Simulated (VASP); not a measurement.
# As in VASP: a series of runs

As is run at these levels: PBE; tasks: single point.

Program: VASP 6.6.1. These are calculated values, not measurements. Logs are shortened: lines on timing, memory, paths and dates and some standing lists are left out, and cuts for length are marked.

## Step 1: The cell of the first run

It takes space group Cmmm (No. 65, orthorhombic). Conventional cell: a = 3.787 Å, b = 3.803 Å, c = 2.856 Å, α = 90.00°, β = 90.00°, γ = 90.00°. As (site symmetry mmm) has 6 As at 2.68 to 2.86 Å within 3.5 Å.

## Step 2: Single point, PBE

INCAR

```
ALGO = Normal ; EDIFF = 1E-6
ENCUT = 520 ; GGA = PE
ISIF = 2 ; ISMEAR = 0
LASPH = T ; LCHARG = F
LREAL = F ; LWAVE = F
NBANDS = 8 ; NELM = 80
PREC = Accurate ; SIGMA = 0.1
```

KPOINTS

```
k-points
0
Gamma
  6 6 6
```

POSCAR

```
As
1.0
    1.8936971106     -1.9015996149      0.0000000000
    1.8936971106      1.9015996149      0.0000000000
    0.0000000000      0.0000000000      2.8556025469
As
1
Direct
    0.0000000000      0.0000000000      0.0000000000
```

Potentials or basis: VASP PAW PBE potentials, release 64 (As).

Run with:

```sh
$ cat potpaw_PBE.64/As/POTCAR > POTCAR
$ mpirun -np 1 vasp_std > vasp.out
```

OUTCAR:

```text
EDIFF = 1E-6
   ENCUT = 520
   GGA = PE
   ISIF = 2
   ISMEAR = 0
   LASPH = T
   LREAL = F
   NELM = 80
   PREC = Accurate

 ion  position               nearest neighbor table
   1  0.000  0.000  0.000-

  LATTYP: Found a base centered orthorhombic cell.
 ALAT       =     3.7873942212
 B/A-ratio  =     1.0041730561
 C/A-ratio  =     0.7539755252

  Lattice vectors:

 A1 = (   1.8936971106,  -1.9015996149,   0.0000000000)
 A2 = (   1.8936971106,   1.9015996149,   0.0000000000)
 A3 = (   0.0000000000,   0.0000000000,   2.8556025469)

Analysis of symmetry for initial positions (statically):
=====================================================================
 Subroutine PRICEL returns:
 Original cell was already a primitive cell.

 Routine SETGRP: Setting up the symmetry group for a
 base centered orthorhombic supercell.

 Subroutine GETGRP returns: Found  8 space group operations
 (whereof  8 operations were pure point group operations)
 out of a pool of  8 trial point group operations.

The static configuration has the point symmetry D_2h.

Analysis of symmetry for dynamics (positions and initial velocities):
=====================================================================
 Subroutine PRICEL returns:
 Original cell was already a primitive cell.

 Routine SETGRP: Setting up the symmetry group for a
 base centered orthorhombic supercell.

 Subroutine GETGRP returns: Found  8 space group operations
 (whereof  8 operations were pure point group operations)
 out of a pool of  8 trial point group operations.

The dynamic configuration has the point symmetry D_2h.

 Subroutine INISYM returns: Found  8 space group operations
 (whereof  8 operations are pure point group operations),
 and found     1 'primitive' translations

----------------------------------------------------------------------------------------

                                     Primitive cell

  volume of cell :      20.5664

  direct lattice vectors                    reciprocal lattice vectors
     1.893697111 -1.901599615  0.000000000     0.264033777 -0.262936528  0.000000000
     1.893697111  1.901599615  0.000000000     0.264033777  0.262936528  0.000000000
     0.000000000  0.000000000  2.855602547     0.000000000  0.000000000  0.350188790

  length of vectors
     2.683685869  2.683685869  2.855602547     0.372625084  0.372625084  0.350188790

  position of ions in fractional coordinates (direct lattice)
     0.000000000  0.000000000  0.000000000

  ion indices of the primitive-cell ions
   primitive index   ion index
                 1           1

----------------------------------------------------------------------------------------

 KPOINTS: k-points

Automatic generation of k-mesh.
 Grid dimensions read from file:
 generate k-points for:    6    6    6

 Generating k-lattice:

  Cartesian coordinates                     Fractional coordinates (reciprocal lattice)
     0.044005629 -0.043822755  0.000000000     0.166666667  0.000000000  0.000000000
     0.044005629  0.043822755  0.000000000     0.000000000  0.166666667  0.000000000
     0.000000000  0.000000000  0.058364798     0.000000000  0.000000000  0.166666667

  Length of vectors
     0.062104181  0.062104181  0.058364798

  Shift w.r.t. Gamma in fractional coordinates (k-lattice)
     0.000000000  0.000000000  0.000000000

 Subroutine IBZKPT returns following result:
 ===========================================

 Found     52 irreducible k-points:

 Following reciprocal coordinates:
            Coordinates               Weight
  0.000000  0.000000  0.000000      1.000000
  0.166667 -0.000000  0.000000      4.000000
  0.333333  0.000000  0.000000      4.000000
  0.500000 -0.000000  0.000000      2.000000
  0.166667  0.166667  0.000000      2.000000
  0.333333  0.166667  0.000000      4.000000
[... 16 lines left out ...]
  0.333333  0.333333  0.166667      4.000000
  0.500000  0.333333  0.166667      8.000000
 [... further k-points ...]
   k-points           NKPTS =     52   k-points in BZ     NKDIM =     52   number of bands    NBANDS=      8
   number of dos      NEDOS =    301   number of ions     NIONS =      1
   total plane-waves  NPLWV =   9600
   dimension x,y,z NGX =    20 NGY =   20 NGZ =   24
   dimension x,y,z NGXF=    40 NGYF=   40 NGZF=   48
   ions per type =               1
   NGX,Y,Z   is equivalent  to a cutoff of  12.39, 12.39, 13.97 a.u.
   NGXF,Y,Z  is equivalent  to a cutoff of  24.78, 24.78, 27.94 a.u.
 SYSTEM =  unknown system
   PREC   = accura    normal or accurate (medium, high low for compatibility)
   ISTART =      0    job   : 0-new  1-cont  2-samecut
   ICHARG =      2    charge: 1-file 2-atom 10-const
   ISPIN  =      1    spin polarized calculation?
   LNONCOLLINEAR =      F non collinear calculations
   LSORBIT =      F    spin-orbit coupling
   LASPH  =      T    aspherical Exc in radial PAW
   ENCUT  =  520.0 eV  38.22 Ry    6.18 a.u.   4.99  4.99  5.31*2*pi/ulx,y,z
   NELM   =     80;   NELMIN=  2; NELMDL= -5     # of ELM steps
   EDIFF  = 0.1E-05   stopping-criterion for ELM
   LREAL  =      F    real-space projection
   EDIFFG = 0.1E-04   stopping-criterion for IOM
   NSW    =      0    number of steps for IOM
   IBRION =     -1    ionic relax: 0-MD 1-quasi-New 2-CG
   NFREE  =      0    steps in history (QN), initial steepest desc. (CG)
   ISIF   =      2    stress and relaxation
   ISYM   =      2    0-nonsym 1-usesym 2-fastsym
   POTIM  = 0.5000    time-step for ionic-motion
   TEBEG  =    0.0;   TEEND  =   0.0 temperature during run
   PSTRESS=    0.0 pullay stress
   NELECT =       5.0000    total number of electrons
   NUPDOWN=      -1.0000    fix difference up-down
   EMIN   =  10.00;   EMAX   =-10.00  energy-range for DOS
   EFERMI =   0.00;   METHOD = LEGACY
   ISMEAR =     0;   SIGMA  =   0.10  broadening in eV -4-tet -1-fermi 0-gaus
   EFERMI_NEDOS =   21; number of points for ismear=-14 and -15
   IALGO  =     38    algorithm
   IMIX   =      4    mixing-type and parameters
     AMIX     =   0.40;   BMIX     =  1.00
     AMIX_MAG =   1.60;   BMIX_MAG =  1.00
  volume/ion in A,a.u.               =      20.57       138.79
  Fermi-wavevector in a.u.,A,eV,Ry     =   1.021753  1.930832 14.204186  1.043978
  Thomas-Fermi vector in A             =   2.155394
   LORBIT       =      0    0 simple, 1 ext, 2 COOP (PROOUT), +10 PAW based schemes
   GGA     = PE    functional components
   LHFCALC =     F    Hartree Fock is set to
   AEXX    =    0.0000 exact exchange contribution
   IVDW    =     0    specifies the selected vdW correction
   LEPSILON=     F    determine dielectric tensor
   LRPA    =     F    only Hartree local field effects (RPA)
 non-spin polarized calculation
 Gauss-broadening in eV      SIGMA  =   0.10
  energy-cutoff  :      520.00
  volume of cell :       20.57
 maximum number of plane-waves:       568
   NGX =  9   NGY =  9   NGZ = 11

 number of electron       5.0000002 magnetization

 Free energy of the ion-electron system (eV)
  ---------------------------------------------------
  ext. energy  EPLUGINS =         0.00000000
  ---------------------------------------------------
  free energy    TOTEN  =        -4.59025915 eV

  energy without entropy =       -4.58733307  energy(sigma->0) =       -4.58879611

 E-fermi :   5.7252     XC(G=0): -10.2535

 val. band max:        5.7104930747   @ k =  -0.3333   0.3333   0.5000
 cond. band min:       5.9040986272   @ k =   0.5000   0.3333   0.3333
 fundamental gap:      0.1936055525
 Fermi energy:         5.7251518003

 k-point     1 :       0.0000    0.0000    0.0000
  band No.  band energies     occupation
      1      -9.1721      2.00000
      2       8.1876      0.00000
      3      10.1552      0.00000
      4      10.1802      0.00000
      5      13.1060      0.00000
      6      14.3995      0.00000
      7      16.1668      0.00000
      8      29.4050      0.00000

 k-point     2 :       0.1667   -0.0000    0.0000
  band No.  band energies     occupation
      1      -8.6507      2.00000
      2       5.9764      0.00038
      3       8.6457      0.00000
      4      10.6221      0.00000
      5      13.6490      0.00000
      6      15.7548      0.00000
      7      20.1922      0.00000
      8      24.7720      0.00000

 k-point     3 :       0.3333    0.0000    0.0000
  band No.  band energies     occupation
      1      -7.1927      2.00000
      2       1.2320      2.00000
      3       9.8030      0.00000
      4      11.7653      0.00000
      5      15.0473      0.00000
      6      17.2454      0.00000
      7      20.5344      0.00000
      8      22.3067      0.00000

 k-point     4 :       0.5000   -0.0000    0.0000
  band No.  band energies     occupation
      1      -5.8808      2.00000
      2      -1.2167      2.00000
      3      10.6094      0.00000
      4      12.5555      0.00000
      5      16.3565      0.00000
      6      18.6910      0.00000
      7      18.7613      0.00000
      8      20.0430      0.00000

 k-point     5 :       0.1667    0.1667    0.0000
  band No.  band energies     occupation
      1      -8.1254      2.00000
      2       6.1617      0.00000
      3       6.7516      0.00000
      4       9.1048      0.00000
      5      14.2755      0.00000
      6      20.0976      0.00000
      7      20.3324      0.00000
      8      23.0998      0.00000

 k-point     6 :       0.3333    0.1667    0.0000
  band No.  band energies     occupation
      1      -6.6637      2.00000
      2       1.7041      2.00000
      3       7.7510      0.00000
      4      10.2568      0.00000
      5      15.5754      0.00000
      6      17.3034      0.00000
      7      20.9783      0.00000
      8      21.8743      0.00000

 k-point     7 :       0.5000    0.1667    0.0000
  band No.  band energies     occupation
      1      -5.3539      2.00000
      2      -0.7278      2.00000
      3       8.7622      0.00000
      4      11.0521      0.00000
      5      14.8576      0.00000
      6      17.5905      0.00000
      7      19.1645      0.00000
      8      20.0094      0.00000

 k-point     8 :      -0.3333    0.1667    0.0000
  band No.  band energies     occupation
      1      -6.6764      2.00000
      2       1.7319      2.00000
      3       7.8093      0.00000
      4      10.2487      0.00000
      5      15.5450      0.00000
      6      17.1807      0.00000
      7      21.0014      0.00000
      8      21.8270      0.00000

 k-point     9 :      -0.1667    0.1667    0.0000
  band No.  band energies     occupation
      1      -8.1328      2.00000
      2       6.1852      0.00000
      3       6.8023      0.00000
      4       9.0992      0.00000
      5      14.2675      0.00000
      6      19.9934      0.00000
      7      20.2759      0.00000
      8      22.9663      0.00000

 k-point    10 :       0.3333    0.3333    0.0000
  band No.  band energies     occupation
      1      -5.1902      2.00000
      2       2.6979      2.00000
      3       3.3633      2.00000
      4      11.3847      0.00000
      5      12.4493      0.00000
      6      17.5656      0.00000
      7      21.9501      0.00000
      8      22.5573      0.00000
[... 78 lines left out ...]
 k-point    18 :       0.1667    0.1667    0.1667
  band No.  band energies     occupation
      1      -7.7075      2.00000
      2       5.6988      1.29082
      3       6.5238      0.00000
      4       7.2292      0.00000
      5      18.0281      0.00000
      6      19.8682      0.00000
      7      20.5653      0.00000
      8      21.4806      0.00000

 k-point    19 :       0.3333    0.1667    0.1667
  band No.  band energies     occupation
      1      -6.2449      2.00000
      2       2.0906      2.00000
      3       6.9864      0.00000
      4       8.2212      0.00000
      5      15.9772      0.00000
      6      17.6779      0.00000
      7      20.1221      0.00000
      8      21.9110      0.00000

 k-point    20 :       0.5000    0.1667    0.1667
  band No.  band energies     occupation
      1      -4.9309      2.00000
      2      -0.3396      2.00000
      3       7.9264      0.00000
      4       9.3064      0.00000
      5      13.9916      0.00000
      6      15.6857      0.00000
      7      21.0874      0.00000
      8      22.9116      0.00000

 k-point    21 :      -0.3333    0.1667    0.1667
  band No.  band energies     occupation
      1      -6.2576      2.00000
      2       2.1182      2.00000
      3       6.9789      0.00000
      4       8.2771      0.00000
      5      15.9748      0.00000
      6      17.5686      0.00000
      7      20.1114      0.00000
      8      21.9111      0.00000

 k-point    22 :      -0.1667    0.1667    0.1667
  band No.  band energies     occupation
      1      -7.7149      2.00000
      2       5.6936      1.34410
      3       6.5471      0.00000
      4       7.2787      0.00000
      5      18.0253      0.00000
      6      19.8331      0.00000
      7      20.5214      0.00000
      8      21.4983      0.00000

 k-point    23 :       0.3333    0.3333    0.1667
  band No.  band energies     occupation
      1      -4.7701      2.00000
      2       3.0623      2.00000
      3       3.7524      2.00000
      4       8.3633      0.00000
      5      12.9025      0.00000
      6      17.3463      0.00000
      7      18.1020      0.00000
      8      22.0763      0.00000

 k-point    24 :       0.5000    0.3333    0.1667
  band No.  band energies     occupation
      1      -3.4277      2.00000
      2       0.9348      2.00000
      3       4.4524      2.00000
      4       9.3516      0.00000
      5      10.7491      0.00000
      6      15.7879      0.00000
      7      18.9036      0.00000
      8      23.3062      0.00000

 [... further k-points ...]

------------------------ aborting loop because EDIFF is reached ----------------------------------------

  FORCE on cell =-STRESS in cart. coord.  units (eV):
  Direction    XX          YY          ZZ          XY          YZ          ZX
  --------------------------------------------------------------------------------------
  -------------------------------------------------------------------------------------
  Total        0.0471061      0.0306696      0.0470542     -0.0000000      0.0000000      0.0000000
  in kB        3.6696963      2.3892471      3.6656574     -0.0000000      0.0000000      0.0000000
  external PRESSURE =       3.2415336 kB  Pullay stress =       0.0000000 kB

 VOLUME and BASIS-vectors are now :
 -----------------------------------------------------------------------------
  energy-cutoff  :      520.00
  volume of cell :       20.57
      direct lattice vectors                 reciprocal lattice vectors
     1.893697111 -1.901599615  0.000000000     0.264033777 -0.262936528  0.000000000
     1.893697111  1.901599615  0.000000000     0.264033777  0.262936528  0.000000000
     0.000000000  0.000000000  2.855602547     0.000000000  0.000000000  0.350188790

 POSITION                                       TOTAL-FORCE (eV/Angst)
 -----------------------------------------------------------------------------------
      0.00000      0.00000      0.00000         0.000000      0.000000      0.000000
 -----------------------------------------------------------------------------------
    total drift:                               -0.000000      0.000000      0.000000

  FREE ENERGIE OF THE ION-ELECTRON SYSTEM (eV)
  ---------------------------------------------------
  free  energy   TOTEN  =        -4.5902591514 eV

  energy  without entropy=       -4.5873330726  energy(sigma->0) =       -4.58879611
```

It took 4.6 s on 1 thread of Intel Xeon Platinum 8259CL at 2.50GHz (Skylake/Cascade Lake), shared host; peak memory 0.12 GiB.

What came out:

| Item | Value |
| --- | --- |
| Free energy | -4.5903 eV |
| Pressure | 0.3 GPa |

Stress tensor (GPa, compression positive):
```
0.37 0.00 0.00
0.00 0.24 0.00
0.00 0.00 0.37
```

Caveat: the k points lie up to 0.39 Å⁻¹ apart.

## Step 3: Single point, PBE

This run uses another cell than the first one, of 20.36 Å³/atom, 0.990 times its volume.

INCAR

```
ALGO     = Normal         # electronic algorithm
EDIFF    = 1E-6           # SCF threshold, eV
ENCUT    = 520            # plane-wave cutoff, eV
GGA      = PE             # functional
ISIF     = 2              # what is computed and relaxed
ISMEAR   = 0              # smearing method
LASPH    = True           # aspherical terms in the spheres
LCHARG   = False          # write CHGCAR
LREAL    = False          # projectors in reciprocal space
LWAVE    = False          # write WAVECAR
NBANDS   = 8              # bands
NELM     = 60             # most SCF steps
PREC     = Accurate       # precision mode
SIGMA    = 0.1            # smearing width, eV
```

KPOINTS

```
k-points
0
Gamma
  20 20 20
```

POSCAR

```
As
1.0
    2.7304778869      0.0000000000      0.0000000000
    0.0000000000      2.7304778869      0.0000000000
    0.0000000000      0.0000000000      2.7306494016
As
1
Direct
    0.0000000000      0.0000000000      0.0000000000
```

Potentials or basis: VASP PAW PBE potentials, release 64 (As).

Run with:

```sh
$ cat potpaw_PBE.64/As/POTCAR > POTCAR
$ mpirun -np 1 vasp_std > vasp.out
```

Wall time 43 s (1 thread of Intel Xeon Platinum 8259CL at 2.50GHz (Skylake/Cascade Lake), shared host); peak memory 0.21 GiB.

The run converged. Its results:

| Item | Value |
| --- | --- |
| Free energy | -4.5608 eV |
| Pressure | 0.1 GPa |

Levels at points of the mesh, in eV from the Fermi level:
```csv
k point,band 1,band 2,band 3,band 4,band 5,band 6,band 7
"(0.00, 0.00, 0.00)",-14.77,3.98,3.99,3.99,8.41,8.41,10.24
"(0.50, 0.00, 0.00)",-11.76,-6.76,6.17,6.18,11.02,13.89,14.39
"(0.50, 0.50, 0.00)",-8.63,-4.18,-4.18,2.58,8.23,16.07,17.19
"(0.00, 0.00, 0.50)",-11.76,-6.76,6.18,6.18,11.02,13.89,14.39
"(0.50, 0.00, 0.50)",-8.63,-4.18,-4.18,2.58,8.23,16.07,17.19
"(0.50, 0.50, 0.50)",-5.20,-1.83,-1.83,-1.82,5.93,5.93,5.93
```
